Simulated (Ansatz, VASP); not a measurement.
## SiC: VASP beside Ansatz

The input POSCAR:

```
SiC
1.0
    3.1983704888      0.0000000000      0.0000000000
   -1.5991852444      2.7698700940      0.0000000000
    0.0000000000      0.0000000000      5.2500324147
Si C
2 2
Direct
    0.3333333333      0.6666666667     -0.0005389124
    0.6666666667      0.3333333333      0.4994610876
    0.3333333333      0.6666666667      0.3755389124
    0.6666666667      0.3333333333      0.8755389124
```

File INCAR.step1:

```
SYSTEM = SiC
PREC     = Accurate       ! precision mode
ENCUT    = 520            ! plane-wave cutoff, eV
EDIFF    = 1E-5           ! SCF threshold, eV
ISMEAR   = 0              ! smearing method
SIGMA    = 0.01           ! smearing width, eV
LREAL    = .False.        ! projectors in reciprocal space
LASPH    = .True.         ! aspherical terms in the spheres
NELM     = 60             ! most SCF steps
ALGO     = Normal         ! electronic algorithm
ISIF     = 2              ! what is computed and relaxed
LWAVE    = .True.         ! write WAVECAR
LCHARG   = .False.        ! write CHGCAR
GGA      = PE             ! functional
NBANDS   = 16             ! bands
```

Contents of INCAR.step2:

```
SYSTEM = SiC
PREC     = Accurate       ! precision mode
ENCUT    = 520            ! plane-wave cutoff, eV
EDIFF    = 1E-6           ! SCF threshold, eV
ISMEAR   = 0              ! smearing method
SIGMA    = 0.01           ! smearing width, eV
LREAL    = .False.        ! projectors in reciprocal space
LASPH    = .True.         ! aspherical terms in the spheres
NELM     = 60             ! most SCF steps
ALGO     = Normal         ! electronic algorithm
ISIF     = 2              ! what is computed and relaxed
LWAVE    = .False.        ! write WAVECAR
LCHARG   = .False.        ! write CHGCAR
GGA      = PE             ! functional
LHFCALC  = .True.         ! exact exchange
HFSCREEN = 0.2079         ! screening, 1/A
PRECFOCK = Normal       
ISTART   = 1            
NBANDS   = 16             ! bands
```

KPOINTS

```
regular mesh
0
Gamma
  6 6 4
  0 0 0
```

Input for Ansatz:

```yaml
crystal:
  lattice:
    - [3.1983704888, 0.0, 0.0]
    - [-1.5991852444, 2.769870094, 0.0]
    - [0.0, 0.0, 5.2500324147]
  atoms:
    - { symbol: Si, position: [0.3333333333, 0.6666666667, -0.0005389124] }
    - { symbol: Si, position: [0.6666666667, 0.3333333333, 0.4994610876] }
    - { symbol: C, position: [0.3333333333, 0.6666666667, 0.3755389124] }
    - { symbol: C, position: [0.6666666667, 0.3333333333, 0.8755389124] }
kpoints:
  mp_grid: { grid: [6, 6, 4] }
  band_path:
    path:
      - [0.0, 0.0, 0.0]
      - [0.5, 0.0, 0.0]
      - [0.3333333333, 0.3333333333, 0.0]
      - [0.0, 0.0, 0.5]
      - [0.5, 0.0, 0.5]
      - [0.3333333333, 0.3333333333, 0.5]
    npoints: 1
hamiltonian:
  xc: hse06
scf:
  occupations: { method: fixed }
  n_extra_bands: 5
output:
  forces: true
  stress: true
  eigenvalues: true
```

Change from the starting cell: hydrostatic strain +4.0%.

Alike in both runs: task single point; functional HSE06; k mesh 6 × 6 × 4; no spin polarisation.

|  | VASP | Ansatz |
| --- | --- | --- |
| version | VASP 6.6.1 | Ansatz 0.2.0 |
| potentials or method | VASP PAW PBE potentials, release 64 (Si, C) | plane waves, PAW |
| plane-wave cutoff (eV) | 520 | 420 |
| occupations | gaussian, width 0.01 eV | fixed |
| valence electrons in the cell | 16 | 16 |

Ansatz gave:

| Property | Result |
| --- | --- |
| gap on the k mesh at the Fermi level (eV) | 3.34 |
| pressure (GPa) | -22.6 |
| rms of the force components (eV/Å) | 0.010 |

What did VASP give for the same quantities?

gap on the k mesh at the Fermi level (eV): 3.34; pressure (GPa): -22.8; rms of the force components (eV/Å): 0.009.

Atom by atom the forces differ by 0.001 eV/Å (rms over components). Ansatz's warnings: stress exchange threshold loose, stress scf threshold loose.
